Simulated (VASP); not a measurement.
Write the native input for VASP 6.6.1 that does the following.

| Quantity | Value |
| --- | --- |
| Task | single point |
| Functional | PBE |
| Dispersion | D3(BJ) |
| Potentials or basis | VASP PAW PBE potentials, release 64 (Se, W_sv) |
| Cutoff | 520 eV |
| k mesh | 9 × 9 × 1 |
| Occupations | gaussian, width 0.02 eV |
| Spin | no spin polarisation |
| Dipole correction | yes |
| Further INCAR settings | ALGO = Normal; EDIFF = 1e-06; NBANDS = 20 |

The structure of WSe2 lies in POSCAR:

```
WSe2
1.0
    3.1540000000      0.0000000000      0.0000000000
   -1.5770000000      2.7314441236      0.0000000000
    0.0000000000      0.0000000000     32.7373831004
Se W
2 1
Direct
    0.3333333333      0.6666666667      0.4503167374
    0.3333333333      0.6666666667      0.5496832626
    0.6666666667      0.3333333333      0.5000000000
```

The input as run:

INCAR

```
SYSTEM = WSe2
PREC = Accurate ; ENCUT = 520
EDIFF = 1E-6 ; ISMEAR = 0
SIGMA = 0.02 ; LREAL = .False.
LASPH = .True. ; NELM = 80
ALGO = Normal ; ISIF = 2
LWAVE = .False. ; LCHARG = .False.
LDIPOL = .True. ; IDIPOL = 3
DIPOL = 0.5 0.5 0.500 ; GGA = PE
IVDW = 12 ; NBANDS = 20
```

KPOINTS

```
regular mesh
0
Gamma
  9 9 1
  0 0 0
```

Potentials or basis: VASP PAW PBE potentials, release 64 (Se, W_sv).

Launch:

```console
$ cat potpaw_PBE.64/Se/POTCAR potpaw_PBE.64/W_sv/POTCAR > POTCAR
$ mpirun -np 1 vasp_std > vasp.out
```

Results of the run:

```json
{
  "Largest force": "2.332 eV/Å",
  "Band gap on the k mesh": "1.92 eV, indirect (least direct gap 2.01 eV)",
  "Dispersion energy per atom": "-0.372 eV"
}
```

Caveat: spin-orbit coupling is left out, which moves the levels of the heavy elements.

It took 48 s on 1 thread of Intel(R) Xeon(R) 6975P-C (Granite Rapids), on a shared host, peak memory 0.4 GiB.
